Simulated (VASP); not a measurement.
Set up this calculation in VASP 6.6.1, as the native input.

```
Task                   : single point
Functional             : r2SCAN
Potentials or basis    : VASP PAW PBE potentials, release 64 (In_d, P)
Cutoff                 : 520 eV
k mesh                 : 8 × 8 × 8
Occupations            : fermi-dirac, width 0.02 eV
Spin                   : no spin polarisation
Dipole correction      : no
Further INCAR settings : ALGO = Normal; EDIFF = 1e-06; NBANDS = 16
```

Crystal: InP.

```xyz
2
Lattice="0.0000 2.9539 2.9539 2.9539 0.0000 2.9539 2.9539 2.9539 0.0000" Properties=species:S:1:pos:R:3 pbc="T T T"
In    0.0000    0.0000    0.0000
P     1.4769    1.4769    1.4769
```

One way to write it, as run:

POSCAR

```
InP
1.0
    0.0000000000      2.9538987500      2.9538987500
    2.9538987500      0.0000000000      2.9538987500
    2.9538987500      2.9538987500      0.0000000000
In P
1 1
Direct
    0.0000000000      0.0000000000      0.0000000000
    0.2500000000      0.2500000000      0.2500000000
```

INCAR.step1

```
SYSTEM = InP
  ALGO = Normal
  EDIFF = 1E-4
  ENCUT = 520
  GGA = PE
  ISMEAR = -1
  LASPH = .TRUE.
  LCHARG = .FALSE.
  LREAL = .FALSE.
  LWAVE = .TRUE.
  NBANDS = 16
  NELM = 60
  PREC = Accurate
  SIGMA = 0.02
```

INCAR.step2

```
SYSTEM = InP
  ALGO = Normal
  EDIFF = 1E-6
  ENCUT = 520
  ISIF = 2
  ISMEAR = -1
  ISTART = 1
  LASPH = .TRUE.
  LCHARG = .FALSE.
  LMIXTAU = .TRUE.
  LREAL = .FALSE.
  LWAVE = .FALSE.
  METAGGA = R2SCAN
  NBANDS = 16
  NELM = 60
  PREC = Accurate
  SIGMA = 0.02
```

KPOINTS

```
k-points
0
G
  8 8 8
  0 0 0
```

Potentials or basis: VASP PAW PBE potentials, release 64 (In_d, P).

Command:

```sh
$ cat potpaw_PBE.64/In_d/POTCAR potpaw_PBE.64/P/POTCAR > POTCAR
$ cp INCAR.step1 INCAR
$ mpirun -np 1 vasp_std > vasp.out
$ cp INCAR.step2 INCAR
$ mpirun -np 1 vasp_std > vasp.out
```

Results of the run:

| Quantity | Value |
| --- | --- |
| Pressure | -0.1 GPa |
| Band gap on the k mesh | 1.03 eV, direct |

Caveat: the PAW data sets were made with another functional, which shifts forces and pressure a little; spin-orbit coupling is left out, which moves the levels of the heavy elements.

It took 38 s on 1 thread of Intel(R) Xeon(R) 6975P-C (Granite Rapids) (shared host), peak memory 0.19 GiB.
